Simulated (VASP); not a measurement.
# Rh (Im-3m) in VASP: a series of runs, part 2 of 2

VASP 6.6.1. The steps go on from the part before.

### Step 3. Single point, PBE

INCAR reads:

```
PREC = Accurate ; ENCUT = 520
EDIFF = 1E-6 ; ISMEAR = -1
SIGMA = 0.06122561905347299 ; LREAL = False
LASPH = True ; NELM = 60
ALGO = Normal ; ISIF = 2
LWAVE = False ; LCHARG = True
GGA = PE ; LELF = True
LVHAR = True ; NBANDS = 14
```

KPOINTS reads:

```
regular mesh
0
Gamma
  25 25 25
```

POSCAR reads:

```
Rh
1.0
   -1.5354069168      1.5354069168      1.5354069168
    1.5354069168     -1.5354069168      1.5354069168
    1.5354069168      1.5354069168     -1.5354069168
Rh
1
Direct
    0.0000000000      0.0000000000      0.0000000000
```

Potentials or basis: VASP PAW PBE potentials, release 64 (Rh_pv).

Command:

```console
$ cat potpaw_PBE.64/Rh_pv/POTCAR > POTCAR
$ mpirun -np 1 vasp_std > vasp.out
```

OUTCAR:

```text
PREC = Accurate
   ENCUT = 520
   EDIFF = 1E-6
   ISMEAR = -1
   LREAL = False
   LASPH = True
   NELM = 60
   ISIF = 2
   GGA = PE

 ion  position               nearest neighbor table
   1  0.000  0.000  0.000-

  LATTYP: Found a body centered cubic cell.
 ALAT       =     3.0708138336

  Lattice vectors:

 A1 = (  -1.5354069168,   1.5354069168,   1.5354069168)
 A2 = (   1.5354069168,  -1.5354069168,   1.5354069168)
 A3 = (   1.5354069168,   1.5354069168,  -1.5354069168)

Analysis of symmetry for initial positions (statically):
=====================================================================
 Subroutine PRICEL returns:
 Original cell was already a primitive cell.

 Routine SETGRP: Setting up the symmetry group for a
 body centered cubic supercell.

 Subroutine GETGRP returns: Found 48 space group operations
[... 9 lines left out ...]

 Routine SETGRP: Setting up the symmetry group for a
 body centered cubic supercell.

 Subroutine GETGRP returns: Found 48 space group operations
[... 11 lines left out ...]
                                     Primitive cell

  volume of cell :      14.4787

  direct lattice vectors                    reciprocal lattice vectors
    -1.535406917  1.535406917  1.535406917     0.000000000  0.325646573  0.325646573
     1.535406917 -1.535406917  1.535406917     0.325646573  0.000000000  0.325646573
     1.535406917  1.535406917 -1.535406917     0.325646573  0.325646573  0.000000000

  length of vectors
     2.659402790  2.659402790  2.659402790     0.460533800  0.460533800  0.460533800

  position of ions in fractional coordinates (direct lattice)
     0.000000000  0.000000000  0.000000000

  ion indices of the primitive-cell ions
   primitive index   ion index
                 1           1

----------------------------------------------------------------------------------------

 KPOINTS: regular mesh

Automatic generation of k-mesh.
[... 84 lines left out ...]
   IMIX   =      4    mixing-type and parameters
     AMIX     =   0.40;   BMIX     =  1.00
     AMIX_MAG =   1.60;   BMIX_MAG =  1.00
  volume/ion in A,a.u.               =      14.48        97.71
  Fermi-wavevector in a.u.,A,eV,Ry     =   1.656514  3.130357 37.334909  2.744038
  Thomas-Fermi vector in A             =   2.744425
   LORBIT       =      0    0 simple, 1 ext, 2 COOP (PROOUT), +10 PAW based schemes
   GGA     = PE    functional components
[... 5 lines left out ...]
 non-spin polarized calculation
  energy-cutoff  :      520.00
  volume of cell :       14.48
 maximum number of plane-waves:       402
   NGX =  9   NGY =  9   NGZ =  9

 number of electron      15.0000005 magnetization

 Free energy of the ion-electron system (eV)
  ---------------------------------------------------
  ext. energy  EPLUGINS =         0.00000000
  ---------------------------------------------------
  free energy    TOTEN  =        -6.92022085 eV

  energy without entropy =       -6.88835914  energy(sigma->0) =       -6.90428999

 E-fermi :  10.8153     XC(G=0): -13.6815

 val. band max:       10.8132778611   @ k =   0.2800   0.2800   0.0400
 cond. band min:      10.8192101148   @ k =  -0.3200   0.3600   0.2000
 fundamental gap:      0.0059322537
 Fermi energy:        10.8152976591

 k-point     1 :       0.0000    0.0000    0.0000
  band No.  band energies     occupation
      1     -35.1534      2.00000
      2     -35.1534      2.00000
      3     -35.1534      2.00000
      4       3.4073      2.00000
      5       8.0758      2.00000
      6       8.0758      2.00000
      7       8.0758      2.00000
      8      10.3985      1.99779
      9      10.3985      1.99779
     10      29.2536      0.00000
     11      29.2536      0.00000
     12      29.2536      0.00000
     13      31.9611      0.00000
     14      38.8566      0.00000
[... 377 lines left out ...]
      1     -35.7664      2.00000
      2     -35.3648      2.00000
      3     -35.1571      2.00000
      4       5.3462      2.00000
      5       6.6735      2.00000
      6      10.2944      1.99960
      7      10.5853      1.95431
      8      11.6031      0.00001
      9      12.7369      0.00000
     10      20.1462      0.00000
     11      25.4748      0.00000
     12      28.9295      0.00000
     13      31.9613      0.00000
     14      35.8634      0.00000

 [... further k-points ...]

------------------------ aborting loop because EDIFF is reached ----------------------------------------

  FORCE on cell =-STRESS in cart. coord.  units (eV):
  Direction    XX          YY          ZZ          XY          YZ          ZX
  --------------------------------------------------------------------------------------
  -------------------------------------------------------------------------------------
  Total        0.0004978      0.0004978      0.0004978      0.0000000      0.0000000      0.0000000
  in kB        0.0550892      0.0550892      0.0550892      0.0000000      0.0000000      0.0000000
  external PRESSURE =       0.0550892 kB  Pullay stress =       0.0000000 kB

 VOLUME and BASIS-vectors are now :
 -----------------------------------------------------------------------------
  energy-cutoff  :      520.00
  volume of cell :       14.48
      direct lattice vectors                 reciprocal lattice vectors
    -1.535406917  1.535406917  1.535406917     0.000000000  0.325646573  0.325646573
     1.535406917 -1.535406917  1.535406917     0.325646573  0.000000000  0.325646573
     1.535406917  1.535406917 -1.535406917     0.325646573  0.325646573  0.000000000

 POSITION                                       TOTAL-FORCE (eV/Angst)
 -----------------------------------------------------------------------------------
      0.00000      0.00000      0.00000        -0.000000      0.000000     -0.000000
 -----------------------------------------------------------------------------------
    total drift:                                0.000000     -0.000000      0.000000

  FREE ENERGIE OF THE ION-ELECTRON SYSTEM (eV)
  ---------------------------------------------------
  free  energy   TOTEN  =        -6.9202208489 eV

  energy  without entropy=       -6.8883591393  energy(sigma->0) =       -6.90428999
```

OSZICAR:

```text
N       E                     dE             d eps       ncg     rms          rms(c)
DAV:   1     0.120720016552E+03    0.12072E+03   -0.87956E+03 12772   0.114E+03
DAV:   2    -0.573573868954E+01   -0.12646E+03   -0.12078E+03 14018   0.338E+02
DAV:   3    -0.732669934039E+01   -0.15910E+01   -0.15867E+01 15422   0.419E+01
DAV:   4    -0.733296615576E+01   -0.62668E-02   -0.62665E-02 15086   0.270E+00
DAV:   5    -0.733302523883E+01   -0.59083E-04   -0.59082E-04 15386   0.232E-01    0.923E+00
DAV:   6    -0.693445570368E+01    0.39857E+00   -0.75006E-01 13748   0.113E+01    0.351E+00
DAV:   7    -0.692290240980E+01    0.11553E-01   -0.13811E-02 15638   0.127E+00    0.174E+00
DAV:   8    -0.692028466487E+01    0.26177E-02   -0.27825E-03 13352   0.689E-01    0.132E-01
DAV:   9    -0.692021970070E+01    0.64964E-04   -0.66146E-05 15128   0.111E-01    0.115E-02
DAV:  10    -0.692022089693E+01   -0.11962E-05   -0.26609E-06 14514   0.194E-02    0.158E-03
DAV:  11    -0.692022084892E+01    0.48009E-07   -0.88272E-08  7150   0.375E-03
   1 F= -.69202208E+01 E0= -.69042900E+01  d E =-.318617E-01
```

stdout:

```text
POSCAR found type information on POSCAR Rh
 POSCAR found :  1 types and       1 ions
 scaLAPACK will be used
 LDA part: xc-table for (Slater+PW92), standard interpolation
 POSCAR, INCAR and KPOINTS ok, starting setup
 FFT: planning ... GRIDC
 FFT: planning ... GRID_SOFT
 FFT: planning ... GRID
 WAVECAR not read
 entering main loop
```

It took 59 s on 1 thread of Intel Xeon Platinum 8259CL at 2.50GHz (Skylake/Cascade Lake), shared host; peak memory 0.19 GiB.

What came out:

| Item | Value |
| --- | --- |
| Free energy | -6.9202 eV |
| Pressure | 0.0 GPa |

Levels at points of the mesh, in eV from the Fermi level:
```
           k point  band 3  band 4  band 5  band 6  band 7  band 8  band 9  band 10  band 11  band 12
(0.00, 0.00, 0.00)  -45.97   -7.41   -2.74   -2.74   -2.74   -0.42   -0.42    18.44    18.44    18.44
```

### Step 4. Single point, PBE

This run uses another cell than the first one, of 14.77 Å³/atom, 1.020 times its volume.

INCAR reads:

```
SYSTEM = Rh
  PREC = Accurate
  ENCUT = 520
  EDIFF = 1E-7
  ISMEAR = -1
  SIGMA = 0.06122561905347299
  LREAL = .FALSE.
  LASPH = .TRUE.
  NELM = 60
  ALGO = Normal
  ISIF = 2
  LWAVE = .FALSE.
  LCHARG = .TRUE.
  GGA = PE
  LELF = .TRUE.
  LVHAR = .TRUE.
  NBANDS = 14
```

KPOINTS reads:

```
regular mesh
0
G
  25 25 25
  0 0 0
```

POSCAR reads:

```
Rh
1.0
   -1.5455754708      1.5455754708      1.5455754708
    1.5455754708     -1.5455754708      1.5455754708
    1.5455754708      1.5455754708     -1.5455754708
Rh
1
Direct
    0.0000000000      0.0000000000      0.0000000000
```

Command:

```console
$ cat potpaw_PBE.64/Rh_pv/POTCAR > POTCAR
$ mpirun -np 1 vasp_std > vasp.out
```

It took 63 s on 1 thread of Intel Xeon Platinum 8259CL at 2.50GHz (Skylake/Cascade Lake), shared host; peak memory 0.19 GiB.

The run converged. Its results:

* Free energy: -6.9164 eV
* Pressure: -4.4 GPa

Levels at points of the mesh, in eV from the Fermi level:
```
           k point  band 4  band 5  band 6  band 7  band 8  band 9  band 10  band 11
(0.00, 0.00, 0.00)   -7.27   -2.66   -2.66   -2.66   -0.40   -0.40    18.40    18.40
```

### Step 5. Single point, PBE

This run uses another cell than the first one, of 15.06 Å³/atom, 1.040 times its volume.

INCAR reads:

```
SYSTEM = Rh
PREC = Accurate
ENCUT = 520
EDIFF = 1E-6
ISMEAR = -1
SIGMA = 0.06122561905347299
LREAL = .False.
LASPH = .True.
NELM = 80
ALGO = Normal
ISIF = 2
LWAVE = .False.
LCHARG = .False.
GGA = PE
NBANDS = 14
```

KPOINTS reads:

```
regular mesh
0
Gamma
  25 25 25
  0 0 0
```

POSCAR reads:

```
Rh
1.0
   -1.5556119564      1.5556119564      1.5556119564
    1.5556119564     -1.5556119564      1.5556119564
    1.5556119564      1.5556119564     -1.5556119564
Rh
1
Direct
    0.0000000000      0.0000000000      0.0000000000
```

Potentials or basis: VASP PAW PBE potentials, release 64 (Rh_pv).

Command:

```console
$ cat potpaw_PBE.64/Rh_pv/POTCAR > POTCAR
$ mpirun -np 1 vasp_std > vasp.out
```

OUTCAR:

```text
SYSTEM = Rh
   PREC = Accurate
   ENCUT = 520
   EDIFF = 1E-6
   ISMEAR = -1
   LREAL = .False.
   LASPH = .True.
   NELM = 80
   ISIF = 2
   GGA = PE

 ion  position               nearest neighbor table
   1  0.000  0.000  0.000-

  LATTYP: Found a body centered cubic cell.
 ALAT       =     3.1112239128

  Lattice vectors:

 A1 = (  -1.5556119564,   1.5556119564,   1.5556119564)
 A2 = (   1.5556119564,  -1.5556119564,   1.5556119564)
[... 586 lines left out ...]
     14      34.5900      0.00000

 [... further k-points ...]

------------------------ aborting loop because EDIFF is reached ----------------------------------------

  FORCE on cell =-STRESS in cart. coord.  units (eV):
  Direction    XX          YY          ZZ          XY          YZ          ZX
  --------------------------------------------------------------------------------------
  -------------------------------------------------------------------------------------
  Total       -0.7751904     -0.7751904     -0.7751904      0.0000000      0.0000000      0.0000000
  in kB      -82.4812399    -82.4812399    -82.4812399      0.0000000      0.0000000      0.0000000
  external PRESSURE =     -82.4812399 kB  Pullay stress =       0.0000000 kB

 VOLUME and BASIS-vectors are now :
 -----------------------------------------------------------------------------
  energy-cutoff  :      520.00
  volume of cell :       15.06
      direct lattice vectors                 reciprocal lattice vectors
    -1.555611956  1.555611956  1.555611956     0.000000000  0.321416918  0.321416918
     1.555611956 -1.555611956  1.555611956     0.321416918  0.000000000  0.321416918
     1.555611956  1.555611956 -1.555611956     0.321416918  0.321416918  0.000000000

 POSITION                                       TOTAL-FORCE (eV/Angst)
 -----------------------------------------------------------------------------------
      0.00000      0.00000      0.00000         0.000000     -0.000000      0.000000
 -----------------------------------------------------------------------------------
    total drift:                                0.000000     -0.000000      0.000000

  FREE ENERGIE OF THE ION-ELECTRON SYSTEM (eV)
  ---------------------------------------------------
  free  energy   TOTEN  =        -6.9050238494 eV

  energy  without entropy=       -6.8715426343  energy(sigma->0) =       -6.88828324
```

Run time: 57 s. Hardware: 1 thread of Intel Xeon Platinum 8259CL at 2.50GHz (Skylake/Cascade Lake), shared host; peak memory 0.19 GiB.

What came out:

```
Free energy : -6.9050 eV
Pressure    : -8.2 GPa
```

### Step 6. Single point, PBE

This run uses another cell than the first one, of 15.35 Å³/atom, 1.060 times its volume.

INCAR reads:

```
ALGO = Normal
EDIFF = 1E-7
ENCUT = 520
GGA = PE
ISIF = 2
ISMEAR = -1
LASPH = T
LCHARG = F
LREAL = F
LWAVE = F
NBANDS = 14
NELM = 80
PREC = Accurate
SIGMA = 0.06122561905347299
```

KPOINTS reads:

```
k-points
0
Gamma
  25 25 25
```

POSCAR reads:

```
Rh
1.0
   -1.5655205800      1.5655205800      1.5655205800
    1.5655205800     -1.5655205800      1.5655205800
    1.5655205800      1.5655205800     -1.5655205800
Rh
1
Direct
    0.0000000000      0.0000000000      0.0000000000
```

Potentials or basis: VASP PAW PBE potentials, release 64 (Rh_pv).

Command:

```console
$ cat potpaw_PBE.64/Rh_pv/POTCAR > POTCAR
$ mpirun -np 1 vasp_std > vasp.out
```

Wall time 70 s (1 thread of Intel Xeon Platinum 8259CL at 2.50GHz (Skylake/Cascade Lake), shared host); peak memory 0.2 GiB.

It converged, with:

```yaml
Free_energy: -6.8871 eV
Pressure: -11.7 GPa
```

Levels at points of the mesh, in eV from the Fermi level:
| k point | band 3 | band 4 | band 5 | band 6 | band 7 | band 8 | band 9 | band 10 | band 11 | band 12 |
| --- | --- | --- | --- | --- | --- | --- | --- | --- | --- | --- |
| (0.00, 0.00, 0.00) | -45.89 | -7.01 | -2.51 | -2.51 | -2.51 | -0.37 | -0.37 | 18.32 | 18.32 | 18.32 |

### Step 7. Single point, PBE

This run uses another cell than the first one, of 15.35 Å³/atom, 1.060 times its volume.

INCAR reads:

```
SYSTEM = Rh
  ALGO = Normal
  EDIFF = 1E-6
  ENCUT = 520
  GGA = PE
  ISIF = 2
  ISMEAR = -1
  LASPH = .TRUE.
  LCHARG = .TRUE.
  LELF = .TRUE.
  LREAL = .FALSE.
  LVHAR = .TRUE.
  LWAVE = .FALSE.
  NBANDS = 14
  NELM = 60
  PREC = Accurate
  SIGMA = 0.06122561905347299
```

KPOINTS reads:

```
k-points
0
G
  25 25 25
  0 0 0
```

POSCAR is that of step 6.

Command:

```console
$ cat potpaw_PBE.64/Rh_pv/POTCAR > POTCAR
$ mpirun -np 1 vasp_std > vasp.out
```

It took 58 s on 1 thread of Intel Xeon Platinum 8259CL at 2.50GHz (Skylake/Cascade Lake), shared host; peak memory 0.19 GiB.

Results (log left out):

- Free energy: -6.8871 eV
- Pressure: -11.7 GPa

Levels at points of the mesh, in eV from the Fermi level:
```tsv
k point	band 5	band 6	band 7	band 8	band 9	band 10
(0.00, 0.00, 0.00)	-2.51	-2.51	-2.51	-0.37	-0.37	18.32
```

### Step 8. The runs side by side

```csv
cell,gap on the mesh (eV),pressure (GPa)
"a = 2.659 Å, angles 109.5°, 1 atom",none,0.0
"a = 2.677 Å, angles 109.5°, 1 atom",none,-4.4
"a = 2.694 Å, angles 109.5°, 1 atom",none,-8.2
"a = 2.712 Å, angles 109.5°, 1 atom",none,-11.7
```

Alike in all rows: task single point; level PBE; potentials or basis VASP PAW PBE potentials, release 64 (Rh_pv); no spin polarisation; k mesh 25 × 25 × 25; cutoff (eV) 520; smearing fermi-dirac 0.0612256 eV.

Total energies depend on the potentials used, so only differences within one code and one set of settings carry meaning.
